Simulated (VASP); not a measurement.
# NiO (F-43m) in VASP: single point with PBE+U

Aim: the single point of NiO with PBE+U.

Program: VASP 6.6.1. These are calculated values, not measurements. Logs are shortened: lines on timing, memory, paths and dates and some standing lists are left out, and cuts for length are marked.

## Step 1: The cell of the first run

The structure is cubic, space group F-43m (No. 216). The conventional cell has a = 4.482 Å, b = 4.482 Å, c = 4.482 Å, α = 90.00°, β = 90.00°, γ = 90.00°. Within 2.6 Å of Ni (site symmetry -43m) lie 4 O at 1.94 Å. Within 2.6 Å of O (site symmetry -43m) lie 4 Ni at 1.94 Å.

## Step 2: Single point, PBE+U, collinear spin, ferromagnetic start

INCAR reads:

```
ALGO = Normal ; EDIFF = 1E-6
ENCUT = 520 ; GGA = PE
ISIF = 2 ; ISMEAR = 0
ISPIN = 2 ; LASPH = True
LCHARG = False ; LDAU = True
LDAUJ = 0 0 ; LDAUL = 2 -1
LDAUPRINT = 1 ; LDAUTYPE = 2
LDAUU = 3 0 ; LMAXMIX = 4
LORBIT = 11 ; LREAL = False
LWAVE = False ; MAGMOM = 2 0
NBANDS = 19 ; NELM = 150
PREC = Accurate ; SIGMA = 0.05
```

KPOINTS reads:

```
k-points
0
Gamma
  12 12 12
```

POSCAR reads:

```
NiO
1.0
    0.0000000000      2.2409531277      2.2409531277
    2.2409531277      0.0000000000      2.2409531277
    2.2409531277      2.2409531277      0.0000000000
Ni O
1 1
Direct
    0.0000000000      0.0000000000      0.0000000000
    0.2500000000      0.2500000000      0.2500000000
```

Potentials or basis: VASP PAW PBE potentials, release 64 (Ni, O).

The run is started by

```sh
cat potpaw_PBE.64/Ni/POTCAR potpaw_PBE.64/O/POTCAR > POTCAR
mpirun -np 1 vasp_std > vasp.out
```

OUTCAR:

```text
EDIFF = 1E-6
   ENCUT = 520
   GGA = PE
   ISIF = 2
   ISMEAR = 0
   ISPIN = 2
   LASPH = True
   LORBIT = 11
   LREAL = False
   NELM = 150
   PREC = Accurate

 ion  position               nearest neighbor table
   1  0.000  0.000  0.000-   2 1.94   2 1.94   2 1.94   2 1.94
   2  0.250  0.250  0.250-   1 1.94   1 1.94   1 1.94   1 1.94

  LATTYP: Found a face centered cubic cell.
 ALAT       =     4.4819062554

  Lattice vectors:

 A1 = (   0.0000000000,   2.2409531277,   2.2409531277)
 A2 = (   2.2409531277,   0.0000000000,   2.2409531277)
 A3 = (   2.2409531277,   2.2409531277,   0.0000000000)

Analysis of symmetry for initial positions (statically):
=====================================================================
 Subroutine PRICEL returns:
 Original cell was already a primitive cell.

 Routine SETGRP: Setting up the symmetry group for a
 face centered cubic supercell.

 Subroutine GETGRP returns: Found 24 space group operations
 (whereof 24 operations were pure point group operations)
 out of a pool of 48 trial point group operations.

The static configuration has the point symmetry T_d .

Analysis of symmetry for dynamics (positions and initial velocities):
=====================================================================
 Subroutine PRICEL returns:
 Original cell was already a primitive cell.

 Routine SETGRP: Setting up the symmetry group for a
 face centered cubic supercell.

 Subroutine GETGRP returns: Found 24 space group operations
 (whereof 24 operations were pure point group operations)
 out of a pool of 48 trial point group operations.

The dynamic configuration has the point symmetry T_d .

Analysis of structural, dynamic, and magnetic symmetry:
=====================================================================
 Subroutine PRICEL returns:
 Original cell was already a primitive cell.

 Routine SETGRP: Setting up the symmetry group for a
 face centered cubic supercell.

 Subroutine GETGRP returns: Found 24 space group operations
 (whereof 24 operations were pure point group operations)
 out of a pool of 48 trial point group operations.

The overall configuration has the point symmetry T_d .

 Subroutine INISYM returns: Found 24 space group operations
 (whereof 24 operations are pure point group operations),
 and found     1 'primitive' translations

----------------------------------------------------------------------------------------

                                     Primitive cell

  volume of cell :      22.5076

  direct lattice vectors                    reciprocal lattice vectors
     0.000000000  2.240953128  2.240953128    -0.223119348  0.223119348  0.223119348
     2.240953128  0.000000000  2.240953128     0.223119348 -0.223119348  0.223119348
     2.240953128  2.240953128  0.000000000     0.223119348  0.223119348 -0.223119348

  length of vectors
     3.169186306  3.169186306  3.169186306     0.386454046  0.386454046  0.386454046

  position of ions in fractional coordinates (direct lattice)
     0.000000000  0.000000000  0.000000000
     0.250000000  0.250000000  0.250000000

  ion indices of the primitive-cell ions
   primitive index   ion index
                 1           1
                 2           2

----------------------------------------------------------------------------------------

 KPOINTS: k-points

Automatic generation of k-mesh.
 Grid dimensions read from file:
 generate k-points for:   12   12   12

 Generating k-lattice:

  Cartesian coordinates                     Fractional coordinates (reciprocal lattice)
    -0.018593279  0.018593279  0.018593279     0.083333333  0.000000000  0.000000000
     0.018593279 -0.018593279  0.018593279     0.000000000  0.083333333  0.000000000
     0.018593279  0.018593279 -0.018593279     0.000000000  0.000000000  0.083333333

  Length of vectors
     0.032204504  0.032204504  0.032204504

  Shift w.r.t. Gamma in fractional coordinates (k-lattice)
     0.000000000  0.000000000  0.000000000

 Subroutine IBZKPT returns following result:
 ===========================================

 Found     72 irreducible k-points:

 Following reciprocal coordinates:
            Coordinates               Weight
  0.000000  0.000000  0.000000      1.000000
  0.083333  0.000000  0.000000      8.000000
  0.166667  0.000000  0.000000      8.000000
  0.250000  0.000000  0.000000      8.000000
  0.333333  0.000000  0.000000      8.000000
  0.416667  0.000000  0.000000      8.000000
[... 16 lines left out ...]
  0.500000  0.166667  0.000000     24.000000
 -0.416667  0.166667  0.000000     24.000000
 [... further k-points ...]
   k-points           NKPTS =     72   k-points in BZ     NKDIM =     72   number of bands    NBANDS=     19
   number of dos      NEDOS =    301   number of ions     NIONS =      2
   total plane-waves  NPLWV =  13824
   dimension x,y,z NGX =    24 NGY =   24 NGZ =   24
   dimension x,y,z NGXF=    48 NGYF=   48 NGZF=   48
   ions per type =               1   1
   NGX,Y,Z   is equivalent  to a cutoff of  12.59, 12.59, 12.59 a.u.
   NGXF,Y,Z  is equivalent  to a cutoff of  25.18, 25.18, 25.18 a.u.
 SYSTEM =  unknown system
   PREC   = accura    normal or accurate (medium, high low for compatibility)
   ISTART =      0    job   : 0-new  1-cont  2-samecut
   ICHARG =      2    charge: 1-file 2-atom 10-const
   ISPIN  =      2    spin polarized calculation?
   LNONCOLLINEAR =      F non collinear calculations
   LSORBIT =      F    spin-orbit coupling
   LASPH  =      T    aspherical Exc in radial PAW
   ENCUT  =  520.0 eV  38.22 Ry    6.18 a.u.   5.89  5.89  5.89*2*pi/ulx,y,z
   NELM   =    150;   NELMIN=  2; NELMDL= -5     # of ELM steps
   EDIFF  = 0.1E-05   stopping-criterion for ELM
   LREAL  =      F    real-space projection
   EDIFFG = 0.1E-04   stopping-criterion for IOM
   NSW    =      0    number of steps for IOM
   IBRION =     -1    ionic relax: 0-MD 1-quasi-New 2-CG
   NFREE  =      0    steps in history (QN), initial steepest desc. (CG)
   ISIF   =      2    stress and relaxation
   ISYM   =      2    0-nonsym 1-usesym 2-fastsym
   POTIM  = 0.5000    time-step for ionic-motion
   TEBEG  =    0.0;   TEEND  =   0.0 temperature during run
   PSTRESS=    0.0 pullay stress
   NELECT =      16.0000    total number of electrons
   NUPDOWN=      -1.0000    fix difference up-down
   EMIN   =  10.00;   EMAX   =-10.00  energy-range for DOS
   EFERMI =   0.00;   METHOD = LEGACY
   ISMEAR =     0;   SIGMA  =   0.05  broadening in eV -4-tet -1-fermi 0-gaus
   EFERMI_NEDOS =   21; number of points for ismear=-14 and -15
   IALGO  =     38    algorithm
   IMIX   =      4    mixing-type and parameters
     AMIX     =   0.40;   BMIX     =  1.00
     AMIX_MAG =   1.60;   BMIX_MAG =  1.00
  volume/ion in A,a.u.               =      11.25        75.94
  Fermi-wavevector in a.u.,A,eV,Ry     =   1.461073  2.761028 29.044842  2.134736
  Thomas-Fermi vector in A             =   2.577448
   LORBIT       =     11    0 simple, 1 ext, 2 COOP (PROOUT), +10 PAW based schemes
 LDA+U is selected, type is set to LDAUTYPE =  2
   angular momentum for each species LDAUL =     2   -1
   U (eV)           for each species LDAUU =   3.0  0.0
   J (eV)           for each species LDAUJ =   0.0  0.0
   GGA     = PE    functional components
   LHFCALC =     F    Hartree Fock is set to
   AEXX    =    0.0000 exact exchange contribution
   IVDW    =     0    specifies the selected vdW correction
   LEPSILON=     F    determine dielectric tensor
   LRPA    =     F    only Hartree local field effects (RPA)
 spin polarized calculation
 Gauss-broadening in eV      SIGMA  =   0.05
  energy-cutoff  :      520.00
  volume of cell :       22.51
 maximum number of plane-waves:       620
   NGX = 11   NGY = 11   NGZ = 11

atom =   1  type =  1  l = 2

 onsite density matrix

spin component  1

  0.9971  0.0000 -0.0000  0.0000  0.0000
  0.0000  0.9971  0.0000 -0.0000 -0.0000
 -0.0000  0.0000  0.9765  0.0000 -0.0000
  0.0000 -0.0000  0.0000  0.9971 -0.0000
  0.0000 -0.0000 -0.0000 -0.0000  0.9765

spin component  2

  0.4915 -0.0000 -0.0000 -0.0000 -0.0000
 -0.0000  0.4915  0.0000  0.0000 -0.0000
 -0.0000  0.0000  0.9434 -0.0000  0.0000
 -0.0000  0.0000 -0.0000  0.4915  0.0000
 -0.0000 -0.0000  0.0000  0.0000  0.9434

 occupancies and eigenvectors

  o =  0.4915  v =  0.0000  0.0000  0.0000  0.0000  0.0000  1.0000  0.0000  0.0000  0.0000  0.0000      0.0000  0.0000  0.0000  0.0000  0.0000  0.0000  0.0000  0.0000  0.0000  0.0000
  o =  0.4915  v =  0.0000  0.0000  0.0000  0.0000  0.0000  0.0000  0.1177 -0.0000 -0.9930  0.0000      0.0000  0.0000  0.0000  0.0000  0.0000  0.0000  0.0000  0.0000  0.0000  0.0000
  o =  0.4915  v =  0.0000  0.0000  0.0000  0.0000  0.0000  0.0000 -0.9930  0.0000 -0.1177  0.0000      0.0000  0.0000  0.0000  0.0000  0.0000  0.0000  0.0000  0.0000  0.0000  0.0000
  o =  0.9434  v =  0.0000  0.0000  0.0000  0.0000  0.0000  0.0000 -0.0000 -0.9999  0.0000  0.0147      0.0000  0.0000  0.0000  0.0000  0.0000  0.0000  0.0000  0.0000  0.0000  0.0000
  o =  0.9434  v =  0.0000  0.0000  0.0000  0.0000  0.0000  0.0000  0.0000  0.0147  0.0000  0.9999      0.0000  0.0000  0.0000  0.0000  0.0000  0.0000  0.0000  0.0000  0.0000  0.0000
  o =  0.9765  v =  0.0000  0.0000  0.9861  0.0000 -0.1661  0.0000  0.0000  0.0000  0.0000  0.0000      0.0000  0.0000  0.0000  0.0000  0.0000  0.0000  0.0000  0.0000  0.0000  0.0000
  o =  0.9765  v =  0.0000  0.0000  0.1661 -0.0000  0.9861  0.0000  0.0000  0.0000  0.0000  0.0000      0.0000  0.0000  0.0000  0.0000  0.0000  0.0000  0.0000  0.0000  0.0000  0.0000
  o =  0.9971  v =  0.0000  0.2124  0.0000 -0.9772 -0.0000  0.0000  0.0000  0.0000  0.0000  0.0000      0.0000  0.0000  0.0000  0.0000  0.0000  0.0000  0.0000  0.0000  0.0000  0.0000
  o =  0.9971  v =  1.0000  0.0000  0.0000  0.0000  0.0000  0.0000  0.0000  0.0000  0.0000  0.0000      0.0000  0.0000  0.0000  0.0000  0.0000  0.0000  0.0000  0.0000  0.0000  0.0000
  o =  0.9971  v =  0.0000  0.9772 -0.0000  0.2124  0.0000  0.0000  0.0000  0.0000  0.0000  0.0000      0.0000  0.0000  0.0000  0.0000  0.0000  0.0000  0.0000  0.0000  0.0000  0.0000

 number of electron      16.0000006 magnetization       1.9996026

 Free energy of the ion-electron system (eV)
  ---------------------------------------------------
  ext. energy  EPLUGINS =         0.00000000
  ---------------------------------------------------
  free energy    TOTEN  =       -10.11325393 eV

  energy without entropy =      -10.11094265  energy(sigma->0) =      -10.11209829

 E-fermi :   5.6894     XC(G=0): -11.1990

 val. band max:        5.6850915987   @ k =  -0.4167   0.3333   0.0833
 cond. band min:       5.6968492209   @ k =  -0.4167   0.5000   0.0833
 fundamental gap:      0.0117576223
 Fermi energy:         5.6893706514

 spin component 1

 k-point     1 :       0.0000    0.0000    0.0000
  band No.  band energies     occupation
      1     -14.2672      1.00000
      2      -1.1954      1.00000
      3      -1.1954      1.00000
      4      -1.1953      1.00000
      5       1.8653      1.00000
      6       1.8654      1.00000
[... 11 lines left out ...]
     18      27.7447      0.00000
     19      27.7447      0.00000
[... 485 lines left out ...]
 k-point    24 :      -0.4167    0.1667    0.0000
  band No.  band energies     occupation
      1     -13.6108      1.00000
      2      -1.0834      1.00000
      3      -0.7553      1.00000
      4      -0.6309      1.00000
      5       1.4995      1.00000
      6       1.7979      1.00000
[... 11 lines left out ...]
     18      32.2252      0.00000
     19      32.8567      0.00000

 [... further k-points ...]

 spin component 2

 k-point     1 :       0.0000    0.0000    0.0000
  band No.  band energies     occupation
      1     -13.6843      1.00000
      2       0.7235      1.00000
      3       0.7236      1.00000
      4       0.7236      1.00000
      5       2.9543      1.00000
      6       2.9544      1.00000
[... 11 lines left out ...]
     18      28.0451      0.00000
     19      28.0452      0.00000
[... 485 lines left out ...]
 k-point    24 :      -0.4167    0.1667    0.0000
  band No.  band energies     occupation
      1     -12.9123      1.00000
      2      -0.5470      1.00000
      3       0.4987      1.00000
      4       0.8612      1.00000
      5       3.3554      1.00000
      6       3.4772      1.00000
[... 11 lines left out ...]
     18      32.7986      0.00000
     19      33.3707      0.00000

 [... further k-points ...]
[... 5 lines left out ...]
  --------------------------------------------------------------------------------------
  -------------------------------------------------------------------------------------
  Total       -0.1808608     -0.1808608     -0.1808608      0.0000000      0.0000000      0.0000000
  in kB      -12.8743897    -12.8743897    -12.8743897      0.0000000      0.0000000      0.0000000
  external PRESSURE =     -12.8743897 kB  Pullay stress =       0.0000000 kB

 VOLUME and BASIS-vectors are now :
 -----------------------------------------------------------------------------
  energy-cutoff  :      520.00
  volume of cell :       22.51
      direct lattice vectors                 reciprocal lattice vectors
     0.000000000  2.240953128  2.240953128    -0.223119348  0.223119348  0.223119348
     2.240953128  0.000000000  2.240953128     0.223119348 -0.223119348  0.223119348
     2.240953128  2.240953128  0.000000000     0.223119348  0.223119348 -0.223119348

 POSITION                                       TOTAL-FORCE (eV/Angst)
 -----------------------------------------------------------------------------------
      0.00000      0.00000      0.00000         0.000000      0.000000     -0.000000
      1.12048      1.12048      1.12048        -0.000000     -0.000000      0.000000
 -----------------------------------------------------------------------------------
    total drift:                                0.000001      0.000001      0.000001

  FREE ENERGIE OF THE ION-ELECTRON SYSTEM (eV)
  ---------------------------------------------------
  free  energy   TOTEN  =       -10.1132539304 eV

  energy  without entropy=      -10.1109426456  energy(sigma->0) =      -10.11209829

 total charge

# of ion       s       p       d       tot
------------------------------------------
    1        0.382   0.479   8.278   9.139
    2        1.552   3.432   0.000   4.985
--------------------------------------------------
tot          1.935   3.911   8.278  14.123

 magnetization (x)

# of ion       s       p       d       tot
------------------------------------------
    1        0.002   0.034   1.583   1.620
    2        0.016   0.332   0.000   0.348
--------------------------------------------------
tot          0.018   0.367   1.583   1.968
```

It took 55 s on 1 thread of AMD EPYC 7R43 (Zen 3), shared host; peak memory 0.14 GiB.

What came out:

```yaml
Free_energy: -10.1133 eV
Pressure: -1.3 GPa
Band_gap_on_the_k_mesh: zero (filled and empty bands overlap)
Net_moment: 2.00 μB per cell
Site_moments: Ni +1.62; O +0.35 μB
Valence_electrons_inside_the_program's_atomic_spheres: Ni 9.14; O 4.99
```

Eigenvalues of the final occupation matrices:
| site | spin | trace | eigenvalues |
| --- | --- | --- | --- |
| site 1 d | 1 | 4.94 | 0.98 0.98 1.00 1.00 1.00 |
| site 1 d | 2 | 3.36 | 0.49 0.49 0.49 0.94 0.94 |

Caveat: a cell with one magnetic atom can't hold antiferromagnetic order, which such compounds often take.
